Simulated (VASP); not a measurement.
Set up this calculation in VASP 6.6.1, as the native input.

```
Task                   : single point
Functional             : PBE
Potentials or basis    : VASP PAW PBE potentials, release 64 (Ta_pv)
Cutoff                 : 520 eV
k mesh                 : 22 × 22 × 14
Occupations            : gaussian, width 0.15 eV
Spin                   : no spin polarisation
Dipole correction      : no
Further INCAR settings : ALGO = Fast; EDIFF = 1e-06; NBANDS = 18
```

The structure of Ta lies in POSCAR:

```
Ta
1.0
   -1.6593948201      1.6593948201      1.6593948201
    1.6593948201     -1.6593948201      1.6593948201
    3.3187896402      3.3187896402      0.0000000000
Ta
2
Direct
   -0.0271183202     -0.0271183202      0.0000000000
    0.5271183202      0.5271183202      0.5000000000
```

This cell differs from its parent crystal: atoms displaced along a vibrational mode.

One way to write it, as run:

INCAR

```
SYSTEM = Ta
PREC     = Accurate       ! precision mode
ENCUT    = 520            ! plane-wave cutoff, eV
EDIFF    = 1E-6           ! SCF threshold, eV
ISMEAR   = 0              ! smearing method
SIGMA    = 0.15           ! smearing width, eV
LREAL    = .False.        ! projectors in reciprocal space
LASPH    = .True.         ! aspherical terms in the spheres
NELM     = 80             ! most SCF steps
ALGO     = Fast           ! electronic algorithm
ISIF     = 2              ! what is computed and relaxed
LWAVE    = .False.        ! write WAVECAR
LCHARG   = .True.         ! write CHGCAR
GGA      = PE             ! functional
LELF     = .True.         ! ELF
LVHAR    = .True.       
NBANDS   = 18             ! bands
```

KPOINTS

```
Automatic mesh
0
Gamma
  22 22 14
  0 0 0
```

Potentials or basis: VASP PAW PBE potentials, release 64 (Ta_pv).

Launch:

```console
$ cat potpaw_PBE.64/Ta_pv/POTCAR > POTCAR
$ mpirun -np 1 vasp_std > vasp.out
```

It gave:

```json
{
 "Pressure": "0.9 GPa",
 "Largest force": "1.141 eV/Å",
 "Band gap on the k mesh": "zero (bands 11 and 12 overlap by 2.73 eV)"
}
```

Caveat: the cell differs from its parent crystal (atoms displaced along a vibrational mode); spin-orbit coupling is left out, which moves the levels of the heavy elements; forces of over 1 eV/Å act on the atoms, so gaps and moduli don't describe the material at rest.

Run time: 14 min on 1 thread of Oxide Virtual Turin-like Processor (shared host), peak memory 0.6 GiB.
